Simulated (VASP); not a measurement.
# Ru (Fd-3m) in VASP: a series of runs

Runs on Ru. Level: PBE. Tasks: single point, relaxation of cell and atoms.

Everything below comes from runs of VASP 6.6.1. Logs are shortened: lines on timing, memory, paths and dates and some standing lists are left out, and cuts for length are marked.

**1. The cell of the first run**

Symmetry: Fd-3m, No. 227, cubic system. The conventional cell has a = 5.141 Å, b = 5.141 Å, c = 5.141 Å, α = 90.00°, β = 90.00°, γ = 90.00°. Ru (site symmetry -43m) has 4 Ru at 2.23 Å within 2.9 Å.

**2. Single point, PBE**

File INCAR:

```
SYSTEM = Ru
ALGO = Normal
EDIFF = 1E-6
ENCUT = 500
GGA = PE
GGA_COMPAT = .False.
ISIF = 2
ISMEAR = -1
LASPH = .True.
LCHARG = .False.
LREAL = .False.
LWAVE = .False.
NBANDS = 21
NELM = 120
PREC = Accurate
SIGMA = 0.1
```

File KPOINTS:

```
k-points
0
Gamma
  13 13 13
  0 0 0
```

File POSCAR:

```
Ru
1.0
    0.0000000000      2.5705379620      2.5705379620
    2.5705379620      0.0000000000      2.5705379620
    2.5705379620      2.5705379620      0.0000000000
Ru
2
Direct
   -0.1250000000     -0.1250000000     -0.1250000000
    0.1250000000      0.1250000000      0.1250000000
```

Potentials or basis: VASP PAW PBE potentials, release 64 (Ru_pv).

Run with:

```bash
$ cat potpaw_PBE.64/Ru_pv/POTCAR > POTCAR
$ mpirun -np 1 vasp_std > vasp.out
```

OUTCAR:

```text
SYSTEM = Ru
   EDIFF = 1E-6
   ENCUT = 500
   GGA = PE
   ISIF = 2
   ISMEAR = -1
   LASPH = .True.
   LREAL = .False.
   NELM = 120
   PREC = Accurate

 ion  position               nearest neighbor table
   1  0.875  0.875  0.875-   2 2.23   2 2.23   2 2.23   2 2.23
   2  0.125  0.125  0.125-   1 2.23   1 2.23   1 2.23   1 2.23

  LATTYP: Found a face centered cubic cell.
 ALAT       =     5.1410759240

  Lattice vectors:

 A1 = (   0.0000000000,   2.5705379620,   2.5705379620)
 A2 = (   2.5705379620,   0.0000000000,   2.5705379620)
 A3 = (   2.5705379620,   2.5705379620,   0.0000000000)

Analysis of symmetry for initial positions (statically):
=====================================================================
 Subroutine PRICEL returns:
 Original cell was already a primitive cell.

 Routine SETGRP: Setting up the symmetry group for a
 face centered cubic supercell.

 Subroutine GETGRP returns: Found 48 space group operations
 (whereof 12 operations were pure point group operations)
 out of a pool of 48 trial point group operations.

The static configuration has the point symmetry D_3d.
 The point group associated with its full space group is O_h .

Analysis of symmetry for dynamics (positions and initial velocities):
=====================================================================
 Subroutine PRICEL returns:
 Original cell was already a primitive cell.

 Routine SETGRP: Setting up the symmetry group for a
 face centered cubic supercell.

 Subroutine GETGRP returns: Found 48 space group operations
 (whereof 12 operations were pure point group operations)
 out of a pool of 48 trial point group operations.

The dynamic configuration has the point symmetry D_3d.
 The point group associated with its full space group is O_h .

 Subroutine INISYM returns: Found 48 space group operations
 (whereof 12 operations are pure point group operations),
 and found     1 'primitive' translations

----------------------------------------------------------------------------------------

                                     Primitive cell

  volume of cell :      33.9705

  direct lattice vectors                    reciprocal lattice vectors
     0.000000000  2.570537962  2.570537962    -0.194511813  0.194511813  0.194511813
     2.570537962  0.000000000  2.570537962     0.194511813 -0.194511813  0.194511813
     2.570537962  2.570537962  0.000000000     0.194511813  0.194511813 -0.194511813

  length of vectors
     3.635289648  3.635289648  3.635289648     0.336904343  0.336904343  0.336904343

  position of ions in fractional coordinates (direct lattice)
     0.875000000  0.875000000  0.875000000
     0.125000000  0.125000000  0.125000000

  ion indices of the primitive-cell ions
   primitive index   ion index
                 1           1
                 2           2

----------------------------------------------------------------------------------------

 KPOINTS: k-points

Automatic generation of k-mesh.
 Grid dimensions read from file:
 generate k-points for:   13   13   13

 Generating k-lattice:

  Cartesian coordinates                     Fractional coordinates (reciprocal lattice)
    -0.014962447  0.014962447  0.014962447     0.076923077  0.000000000  0.000000000
     0.014962447 -0.014962447  0.014962447     0.000000000  0.076923077  0.000000000
     0.014962447  0.014962447 -0.014962447     0.000000000  0.000000000  0.076923077

  Length of vectors
     0.025915719  0.025915719  0.025915719

  Shift w.r.t. Gamma in fractional coordinates (k-lattice)
     0.000000000  0.000000000  0.000000000

 Subroutine IBZKPT returns following result:
 ===========================================

 Found     84 irreducible k-points:

 Following reciprocal coordinates:
            Coordinates               Weight
  0.000000  0.000000  0.000000      1.000000
  0.076923  0.000000  0.000000      8.000000
  0.153846  0.000000  0.000000      8.000000
  0.230769  0.000000  0.000000      8.000000
  0.307692  0.000000  0.000000      8.000000
  0.384615  0.000000  0.000000      8.000000
[... 16 lines left out ...]
  0.384615  0.153846  0.000000     24.000000
  0.461538  0.153846  0.000000     24.000000
 [... further k-points ...]
   k-points           NKPTS =     84   k-points in BZ     NKDIM =     84   number of bands    NBANDS=     21
   number of dos      NEDOS =    301   number of ions     NIONS =      2
   total plane-waves  NPLWV =  21952
   dimension x,y,z NGX =    28 NGY =   28 NGZ =   28
   dimension x,y,z NGXF=    56 NGYF=   56 NGZF=   56
   ions per type =               2
   NGX,Y,Z   is equivalent  to a cutoff of  12.80, 12.80, 12.80 a.u.
   NGXF,Y,Z  is equivalent  to a cutoff of  25.61, 25.61, 25.61 a.u.
 SYSTEM =  Ru
   PREC   = accura    normal or accurate (medium, high low for compatibility)
   ISTART =      0    job   : 0-new  1-cont  2-samecut
   ICHARG =      2    charge: 1-file 2-atom 10-const
   ISPIN  =      1    spin polarized calculation?
   LNONCOLLINEAR =      F non collinear calculations
   LSORBIT =      F    spin-orbit coupling
   LASPH  =      T    aspherical Exc in radial PAW
   ENCUT  =  500.0 eV  36.75 Ry    6.06 a.u.   6.63  6.63  6.63*2*pi/ulx,y,z
   NELM   =    120;   NELMIN=  2; NELMDL= -5     # of ELM steps
   EDIFF  = 0.1E-05   stopping-criterion for ELM
   LREAL  =      F    real-space projection
   EDIFFG = 0.1E-04   stopping-criterion for IOM
   NSW    =      0    number of steps for IOM
   IBRION =     -1    ionic relax: 0-MD 1-quasi-New 2-CG
   NFREE  =      0    steps in history (QN), initial steepest desc. (CG)
   ISIF   =      2    stress and relaxation
   ISYM   =      2    0-nonsym 1-usesym 2-fastsym
   POTIM  = 0.5000    time-step for ionic-motion
   TEBEG  =    0.0;   TEEND  =   0.0 temperature during run
   PSTRESS=    0.0 pullay stress
   NELECT =      28.0000    total number of electrons
   NUPDOWN=      -1.0000    fix difference up-down
   EMIN   =  10.00;   EMAX   =-10.00  energy-range for DOS
   EFERMI =   0.00;   METHOD = LEGACY
   ISMEAR =    -1;   SIGMA  =   0.10  broadening in eV -4-tet -1-fermi 0-gaus
   EFERMI_NEDOS =   21; number of points for ismear=-14 and -15
   IALGO  =     38    algorithm
   IMIX   =      4    mixing-type and parameters
     AMIX     =   0.40;   BMIX     =  1.00
     AMIX_MAG =   1.60;   BMIX_MAG =  1.00
  volume/ion in A,a.u.               =      16.99       114.62
  Fermi-wavevector in a.u.,A,eV,Ry     =   1.534947  2.900630 32.056189  2.356063
  Thomas-Fermi vector in A             =   2.641804
   LORBIT       =      0    0 simple, 1 ext, 2 COOP (PROOUT), +10 PAW based schemes
   GGA     = PE    functional components
   LHFCALC =     F    Hartree Fock is set to
   AEXX    =    0.0000 exact exchange contribution
   IVDW    =     0    specifies the selected vdW correction
   LEPSILON=     F    determine dielectric tensor
   LRPA    =     F    only Hartree local field effects (RPA)
 non-spin polarized calculation
  energy-cutoff  :      500.00
  volume of cell :       33.97
 maximum number of plane-waves:       887
   NGX = 13   NGY = 13   NGZ = 13

 number of electron      27.9999990 magnetization

 Free energy of the ion-electron system (eV)
  ---------------------------------------------------
  ext. energy  EPLUGINS =         0.00000000
  ---------------------------------------------------
  free energy    TOTEN  =       -15.32726098 eV

  energy without entropy =      -15.27697686  energy(sigma->0) =      -15.30211892

 E-fermi :   9.4735     XC(G=0): -12.3206

 val. band max:        9.4567382563   @ k =  -0.1538   0.1538   0.0000
 cond. band min:       9.4736095062   @ k =   0.3077   0.1538   0.0769
 fundamental gap:      0.0168712499
 Fermi energy:         9.4735073381

 k-point     1 :       0.0000    0.0000    0.0000
  band No.  band energies     occupation
      1     -34.2280      2.00000
      2     -34.2280      2.00000
      3     -34.2280      2.00000
      4     -32.8282      2.00000
      5     -32.8282      2.00000
      6     -32.8282      2.00000
[... 13 lines left out ...]
     20      22.5538      0.00000
     21      23.0882      0.00000

 k-point     2 :       0.0769    0.0000    0.0000
  band No.  band energies     occupation
      1     -34.2384      2.00000
      2     -34.2384      2.00000
      3     -34.2273      2.00000
      4     -32.8291      2.00000
      5     -32.8169      2.00000
      6     -32.8169      2.00000
[... 13 lines left out ...]
     20      21.6074      0.00000
     21      23.1052      0.00000

 k-point     3 :       0.1538    0.0000    0.0000
  band No.  band energies     occupation
      1     -34.2662      2.00000
      2     -34.2662      2.00000
      3     -34.2255      2.00000
      4     -32.8314      2.00000
      5     -32.7864      2.00000
      6     -32.7864      2.00000
[... 13 lines left out ...]
     20      20.4797      0.00000
     21      22.2463      0.00000

 k-point     4 :       0.2308    0.0000    0.0000
  band No.  band energies     occupation
      1     -34.3037      2.00000
      2     -34.3037      2.00000
      3     -34.2238      2.00000
      4     -32.8336      2.00000
      5     -32.7452      2.00000
      6     -32.7452      2.00000
[... 13 lines left out ...]
     20      20.2700      0.00000
     21      21.0871      0.00000

 k-point     5 :       0.3077    0.0000    0.0000
  band No.  band energies     occupation
      1     -34.3413      2.00000
      2     -34.3413      2.00000
      3     -34.2229      2.00000
      4     -32.8347      2.00000
      5     -32.7035      2.00000
      6     -32.7035      2.00000
[... 13 lines left out ...]
     20      20.2699      0.00000
     21      20.6073      0.00000
[... 382 lines left out ...]
     20      20.2740      0.00000
     21      20.7189      0.00000

 k-point    22 :       0.3077    0.1538    0.0000
  band No.  band energies     occupation
      1     -34.3963      2.00000
      2     -34.3857      2.00000
      3     -34.0826      2.00000
      4     -32.9803      2.00000
      5     -32.6552      2.00000
      6     -32.6476      2.00000
[... 13 lines left out ...]
     20      20.2616      0.00000
     21      20.3016      0.00000

 k-point    23 :       0.3846    0.1538    0.0000
  band No.  band energies     occupation
      1     -34.4426      2.00000
      2     -34.4135      2.00000
      3     -34.0570      2.00000
      4     -33.0031      2.00000
      5     -32.6241      2.00000
      6     -32.6005      2.00000
[... 13 lines left out ...]
     20      19.9185      0.00000
     21      20.2712      0.00000

 k-point    24 :       0.4615    0.1538    0.0000
  band No.  band energies     occupation
      1     -34.4805      2.00000
      2     -34.4270      2.00000
      3     -34.0409      2.00000
      4     -33.0159      2.00000
      5     -32.6088      2.00000
      6     -32.5624      2.00000
[... 13 lines left out ...]
     20      19.6680      0.00000
     21      20.2695      0.00000

 [... further k-points ...]

------------------------ aborting loop because EDIFF is reached ----------------------------------------

  FORCE on cell =-STRESS in cart. coord.  units (eV):
  Direction    XX          YY          ZZ          XY          YZ          ZX
  --------------------------------------------------------------------------------------
  -------------------------------------------------------------------------------------
  Total        9.5324449      9.5324449      9.5324449     -0.0000000     -0.0000000      0.0000000
  in kB      449.5860452    449.5860452    449.5860452     -0.0000000     -0.0000000      0.0000000
  external PRESSURE =     449.5860452 kB  Pullay stress =       0.0000000 kB

 VOLUME and BASIS-vectors are now :
 -----------------------------------------------------------------------------
  energy-cutoff  :      500.00
  volume of cell :       33.97
      direct lattice vectors                 reciprocal lattice vectors
     0.000000000  2.570537962  2.570537962    -0.194511813  0.194511813  0.194511813
     2.570537962  0.000000000  2.570537962     0.194511813 -0.194511813  0.194511813
     2.570537962  2.570537962  0.000000000     0.194511813  0.194511813 -0.194511813

 POSITION                                       TOTAL-FORCE (eV/Angst)
 -----------------------------------------------------------------------------------
      4.49844      4.49844      4.49844         0.000000     -0.000000      0.000000
      0.64263      0.64263      0.64263        -0.000000      0.000000     -0.000000
 -----------------------------------------------------------------------------------
    total drift:                                0.000000     -0.000000     -0.000000

  FREE ENERGIE OF THE ION-ELECTRON SYSTEM (eV)
  ---------------------------------------------------
  free  energy   TOTEN  =       -15.3272609791 eV

  energy  without entropy=      -15.2769768625  energy(sigma->0) =      -15.30211892
```

It took 77 s on 1 thread of Intel Xeon 8259CL, shared host; peak memory 0.19 GiB.

Results:

```yaml
Free_energy: -15.3273 eV
Pressure: 45.0 GPa
Band_gap_on_the_k_mesh: zero (band 14 reaches 9.98 eV, above the bottom of band 15 at 8.87 eV)
```

**3. Single point, PBE**

File INCAR:

```
PREC = Accurate
ENCUT = 500
EDIFF = 1E-6
ISMEAR = -1
SIGMA = 0.1
LREAL = False
LASPH = True
NELM = 120
ALGO = Normal
ISIF = 2
LWAVE = False
LCHARG = False
GGA = PE
NBANDS = 21
GGA_COMPAT = False
```

File KPOINTS:

```
regular mesh
0
Gamma
  13 13 13
```

File POSCAR:

```
Ru
1.0
    0.0000000000      2.5706722841      2.5706722841
    2.5706722841      0.0000000000      2.5706722841
    2.5706722841      2.5706722841      0.0000000000
Ru
2
Direct
   -0.1250000000     -0.1250000000     -0.1250000000
    0.1250000000      0.1250000000      0.1250000000
```

Potentials or basis: VASP PAW PBE potentials, release 64 (Ru_pv).

Run with:

```bash
$ cat potpaw_PBE.64/Ru_pv/POTCAR > POTCAR
$ mpirun -np 1 vasp_std > vasp.out
```

Run time: 74 s. Hardware: 1 thread of Intel Xeon 8259CL, shared host; peak memory 0.18 GiB.

It converged, with:

```yaml
Free_energy: -15.3288 eV
Pressure: 44.9 GPa
Band_gap_on_the_k_mesh: zero (band 14 reaches 9.98 eV, above the bottom of band 15 at 8.87 eV)
```

Levels at points of the mesh, in eV from the Fermi level:
| k point | band 10 | band 11 | band 12 | band 13 | band 14 | band 15 | band 16 | band 17 | band 18 | band 19 |
| --- | --- | --- | --- | --- | --- | --- | --- | --- | --- | --- |
| (0.00, 0.00, 0.00) | -3.83 | -3.83 | -3.83 | -0.54 | -0.54 | -0.54 | 2.46 | 2.46 | 10.80 | 10.80 |

**4. Relaxation of cell and atoms, PBE, target pressure 44 GPa, at which the enthalpy is minimised**

This run uses another cell than the first one, of 15.10 Å³/atom, 0.889 times its volume.

File INCAR:

```
  PREC = Accurate
  ENCUT = 500
  EDIFF = 1E-7
  ISMEAR = -1
  SIGMA = 0.1
  LREAL = False
  LASPH = True
  NELM = 120
  ALGO = Normal
  ISIF = 3
  LWAVE = False
  LCHARG = False
  GGA = PE
  IBRION = 2
  NSW = 60
  EDIFFG = -0.005
  PSTRESS = 440.0
  GGA_COMPAT = False
  NELMIN = 4
```

KPOINTS is that of step 3.

File POSCAR:

```
Ru
1.0
    0.0000000000      2.4715038606      2.4715038606
    2.4715038606      0.0000000000      2.4715038606
    2.4715038606      2.4715038606      0.0000000000
Ru
2
Direct
   -0.1250000000     -0.1250000000     -0.1250000000
    0.1250000000      0.1250000000      0.1250000000
```

Run with:

```bash
$ cat potpaw_PBE.64/Ru_pv/POTCAR > POTCAR
$ mpirun -np 1 vasp_std > vasp.out
```

It took 3.4 min on 1 thread of Intel Xeon 6975P-C (Granite Rapids), shared host; peak memory 0.18 GiB.

It converged, with:

```
Free energy                                            : -15.3494 eV
Relaxed volume                                         : 17.03 Å³/atom
Relaxed cell                                           : a = 3.638 Å, b = 3.638 Å, c = 3.638 Å, α = 60.00°, β = 60.00°, γ = 60.00°
Space group after relaxing (to 0.05 Å)                 : Fd-3m (No. 227)
Energy change on relaxing (the enthalpy is what falls) : -826.9 meV/atom
Ionic steps                                            : 5
Pressure after relaxing                                : 44.0 GPa
Band gap on the k mesh                                 : zero (band 14 reaches 9.94 eV, above the bottom of band 15 at 8.83 eV)
```

Step by step:
```csv
step,energy change (eV),largest force (eV/Å),pressure (GPa),volume (Å³)
1,0.0000,0.0000,98.28,30.19
2,-0.3715,0.0000,-24.90,58.51
3,-1.9448,0.0000,32.33,35.29
4,-1.6974,0.0000,42.35,34.22
5,-1.6537,0.0000,44.01,34.06
```

Final structure:
```
CELL_PARAMETERS angstrom
0.00000 2.57278 2.57278
2.57278 0.00000 2.57278
2.57278 2.57278 0.00000
ATOMIC_POSITIONS crystal
Ru 0.87500 0.87500 0.87500
Ru 0.12500 0.12500 0.12500
```

Levels at points of the mesh, in eV from the Fermi level:
```
           k point  band 11  band 12  band 13  band 14  band 15  band 16  band 17  band 18
(0.00, 0.00, 0.00)    -3.82    -3.82    -0.54    -0.54    -0.54     2.45     2.45    10.80
```

Caveat: the cell is relaxed towards a set pressure, so the enthalpy falls and the energy may rise.

**5. Relaxation of cell and atoms, PBE, target pressure 44 GPa, at which the enthalpy is minimised**

File INCAR:

```
PREC = Accurate ; ENCUT = 500
EDIFF = 1E-7 ; ISMEAR = -1
SIGMA = 0.1 ; LREAL = F
LASPH = T ; NELM = 120
ALGO = Normal ; ISIF = 3
LWAVE = F ; LCHARG = F
GGA = PE ; IBRION = 2
NSW = 32 ; EDIFFG = -0.005
PSTRESS = 440.0 ; GGA_COMPAT = F
NELMIN = 4
```

KPOINTS is that of step 4.

File POSCAR:

```
Ru
1.0
    0.0000000000      2.5705379620      2.5705379620
    2.5705379620      0.0000000000      2.5705379620
    2.5705379620      2.5705379620      0.0000000000
Ru
2
Direct
   -0.1250000000     -0.1250000000     -0.1250000000
    0.1250000000      0.1250000000      0.1250000000
```

Run with:

```bash
$ cat potpaw_PBE.64/Ru_pv/POTCAR > POTCAR
$ mpirun -np 1 vasp_std > vasp.out
```

Run time: 99 s. Hardware: 1 thread of Intel Xeon 6975P-C (Granite Rapids), shared host; peak memory 0.18 GiB.

Results (log left out):

```yaml
Free_energy: -15.3537 eV
Relaxed_volume: 17.03 Å³/atom
Relaxed_cell: a = 3.639 Å, b = 3.639 Å, c = 3.639 Å, α = 60.00°, β = 60.00°, γ = 60.00°
Space_group_after_relaxing_to_0.05_Å: Fd-3m (No. 227)
Energy_change_on_relaxing_the_enthalpy_is_what_falls: -13.2 meV/atom
Ionic_steps: 3
Pressure_after_relaxing: 44.0 GPa
Band_gap_on_the_k_mesh: zero (band 14 reaches 9.94 eV, above the bottom of band 15 at 8.83 eV)
```

The path:
| step | energy change (eV) | largest force (eV/Å) | pressure (GPa) | volume (Å³) |
| --- | --- | --- | --- | --- |
| 1 | 0.0000 | 0.0000 | 44.99 | 33.97 |
| 2 | -0.1370 | 0.0000 | 39.75 | 34.49 |
| 3 | -0.0264 | 0.0000 | 44.00 | 34.07 |

Final structure:
```
Ru
1.0
     0.00000    2.57293    2.57293
     2.57293    0.00000    2.57293
     2.57293    2.57293    0.00000
Ru
2
Direct
  0.87500 0.87500 0.87500
  0.12500 0.12500 0.12500
```

Levels at points of the mesh, in eV from the Fermi level:
```tsv
k point	band 10	band 11	band 12	band 13	band 14	band 15	band 16	band 17	band 18
(0.00, 0.00, 0.00)	-3.82	-3.82	-3.82	-0.54	-0.54	-0.54	2.45	2.45	10.80
```

Caveat: the cell is relaxed towards a set pressure, so the enthalpy falls and the energy may rise.

**6. The runs side by side**

```tsv
task	cell	gap on the mesh (eV)	pressure (GPa)
single point	a = 3.635 Å, angles 60.0°, 2 atoms	none	44.9
relaxation of cell and atoms	relaxed to 44 GPa from a = 3.495 Å, angles 60.0°, 2 atoms	none	44.0
relaxation of cell and atoms	relaxed to 44 GPa from a = 3.635 Å, angles 60.0°, 2 atoms	none	44.0
```

Alike in all rows: level PBE; potentials or basis VASP PAW PBE potentials, release 64 (Ru_pv); no spin polarisation; k mesh 13 × 13 × 13; cutoff (eV) 500; smearing fermi-dirac 0.1 eV.

Caveats: the cell is relaxed towards a set pressure, so the enthalpy falls and the energy may rise (some runs).

Absolute energies hang on the potentials; compare differences alone.
